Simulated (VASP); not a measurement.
The system is MgScF3.

```xyz
5
Lattice="3.6837 0.0000 0.0000 0.0000 3.6837 0.0000 0.0000 0.0000 3.6837" Properties=species:S:1:pos:R:3 pbc="T T T"
Sc    1.8419    1.8419    1.8419
Mg    0.0000    0.0000    0.0000
F     1.8419    0.0000    0.0000
F     0.0000    1.8419    0.0000
F     0.0000    0.0000    1.8419
```

```yaml
Program: VASP 6.6.1
Task: relaxation of cell and atoms
Functional: r2SCAN
Potentials_or_basis: VASP PAW PBE potentials, release 64 (Sc_sv, Mg, F)
Cutoff: 600 eV
k_mesh: 5 × 5 × 5
Occupations: fermi-dirac, width 0.1 eV
Spin: no spin polarisation
Hubbard_terms: Sc d U = 3.0 eV
```

At the start: pressure 31.6 GPa; volume 10.00 Å³/atom.

Task: Where does the relaxation end?

Result: Over 5 steps the energy falls by 220.4 meV/atom and the volume is 12.73 Å³/atom (+27.3 %); space group Pm-3m (No. 221, to 0.05 Å).

The path:
| step | energy change (eV) | largest force (eV/Å) | pressure (GPa) | volume (Å³) |
| --- | --- | --- | --- | --- |
| 1 | 0.0000 | 0.0000 | 31.58 | 49.99 |
| 2 | -1.0867 | 0.0000 | -2.41 | 65.64 |
| 3 | -1.1021 | 0.0000 | 0.24 | 63.44 |
| 4 | -1.1022 | 0.0000 | -0.14 | 63.73 |
| 5 | -1.1022 | 0.0000 | 0.00 | 63.63 |

Final structure:
```xyz
5
Lattice="3.9923 0.0000 0.0000 0.0000 3.9923 0.0000 0.0000 0.0000 3.9923" Properties=species:S:1:pos:R:3 pbc="T T T"
Sc    1.9961    1.9961    1.9961
Mg    0.0000    0.0000    3.9923
F     1.9961    3.9923    3.9923
F     0.0000    1.9961    3.9923
F     0.0000    3.9923    1.9961
```

Caveat: the electronic state changed during the relaxation; the volume moved by over 15 % at a fixed basis, so the end points are rough; the PAW data sets were made with another functional, which shifts forces and pressure a little; U without spin polarisation on a metal has little footing.
